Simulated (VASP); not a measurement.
Set up this calculation in VASP 6.6.1, as the native input.

```
Task                   : single point
Functional             : PBEsol
Potentials or basis    : VASP PAW PBE potentials, release 64 (Li_sv, Ru_pv, N)
Cutoff                 : 520 eV
k mesh                 : 8 × 8 × 4
Occupations            : fermi-dirac, width 0.05 eV
Spin                   : no spin polarisation
Dipole correction      : no
Further INCAR settings : ALGO = Normal; EDIFF = 1e-07; NBANDS = 23
```

The structure of Li2RuN2 lies in POSCAR:

```
Li2RuN2
1.0
    3.0844596024      0.0000000000      0.0000000000
   -1.5422298012      2.6712203726      0.0000000000
    0.0000000000      0.0000000000      5.0780787372
Li Ru N
2 1 2
Direct
    0.6666666667      0.3333333333      0.3632849799
    0.3333333333      0.6666666667      0.6367150201
    0.0000000000      0.0000000000      0.0000000000
    0.6666666667      0.3333333333      0.7841085031
    0.3333333333      0.6666666667      0.2158914969
```

The input as run:

INCAR

```
SYSTEM = Li2RuN2
ALGO     = Normal         ! electronic algorithm
EDIFF    = 1E-7           ! SCF threshold, eV
ENCUT    = 520            ! plane-wave cutoff, eV
GGA      = PS             ! functional
ISIF     = 2              ! what is computed and relaxed
ISMEAR   = -1             ! smearing method
LASPH    = .True.         ! aspherical terms in the spheres
LCHARG   = .False.        ! write CHGCAR
LREAL    = .False.        ! projectors in reciprocal space
LWAVE    = .False.        ! write WAVECAR
NBANDS   = 23             ! bands
NELM     = 100            ! most SCF steps
PREC     = Accurate       ! precision mode
SIGMA    = 0.05           ! smearing width, eV
```

KPOINTS

```
k-points
0
Gamma
  8 8 4
  0 0 0
```

Potentials or basis: VASP PAW PBE potentials, release 64 (Li_sv, Ru_pv, N).

Command:

```sh
$ cat potpaw_PBE.64/Li_sv/POTCAR potpaw_PBE.64/Ru_pv/POTCAR potpaw_PBE.64/N/POTCAR > POTCAR
$ mpirun -np 1 vasp_std > vasp.out
```

Results of the run:

```
Largest force          : 0.032 eV/Å
Band gap on the k mesh : zero (band 15 reaches 7.94 eV, above the bottom of band 16 at 7.47 eV)
```

Caveat: the PAW data sets were made with another functional, which shifts forces and pressure a little.

Run time: 46 s on 1 thread of Intel(R) Xeon(R) Platinum 8259CL CPU @ 2.50GHz (Skylake/Cascade Lake) (shared host), peak memory 0.18 GiB.
